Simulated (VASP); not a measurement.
# ZnF2: single point with PBE

Crystal: ZnF2.

```
Zn F
1.0
     4.79987    0.00000    0.00000
     0.00000    4.79987    0.00000
     0.00000    0.00000    3.17548
Zn F
2 4
Direct
  0.50000 0.50000 0.50000
  0.00000 0.00000 0.00000
  0.69562 0.69562 0.00000
  0.80438 0.19562 0.50000
  0.30438 0.30438 0.00000
  0.19562 0.80438 0.50000
```

```yaml
Program: VASP 6.6.1
Task: single point
Functional: PBE
Potentials_or_basis: VASP PAW PBE potentials, release 64 (Zn, F)
Cutoff: 600 eV
k_mesh: 6 × 6 × 8
Occupations: gaussian, width 0.02 eV
Spin: no spin polarisation
```

```yaml
Pressure: 0.3 GPa
Largest_force: 0.013 eV/Å
Band_gap_on_the_k_mesh: 3.46 eV
```

Forces in eV/Å, atoms in the order of the input:
```
Zn   0.000  0.000  0.000
Zn   0.000  0.000  0.000
F    0.009  0.009  0.000
F   -0.009  0.009  0.000
F   -0.009 -0.009  0.000
F    0.009 -0.009  0.000
```

Stress tensor (GPa, compression positive):
```
0.24 0.00 0.00
0.00 0.24 0.00
0.00 0.00 0.50
```

Levels at points of the mesh, in eV from the valence-band top:
```tsv
k point	band 23	band 24	band 25	band 26	band 27	band 28	band 29	band 30
(0.00, 0.00, 0.00)	-0.89	-0.23	-0.23	0.00	3.46	9.03	9.67	9.67
(0.50, 0.00, 0.00)	-0.55	-0.55	-0.30	-0.30	5.97	5.97	10.54	10.54
(0.50, 0.50, 0.00)	-1.03	-1.03	-0.25	-0.25	6.80	6.80	9.17	9.17
(0.00, 0.00, 0.50)	-1.14	-1.14	-1.09	-1.09	8.06	8.06	11.75	11.75
(0.50, 0.00, 0.50)	-1.12	-1.12	0.00	0.00	8.50	8.50	10.29	10.29
(0.50, 0.50, 0.50)	-1.09	-1.09	-0.74	-0.74	7.89	7.89	11.48	11.48
```

Wall time 2.2 min on 1 thread of Intel(R) Xeon(R) Platinum 8488C (Sapphire Rapids), on a shared host, peak memory 0.27 GiB.

A k mesh can miss the band edges.
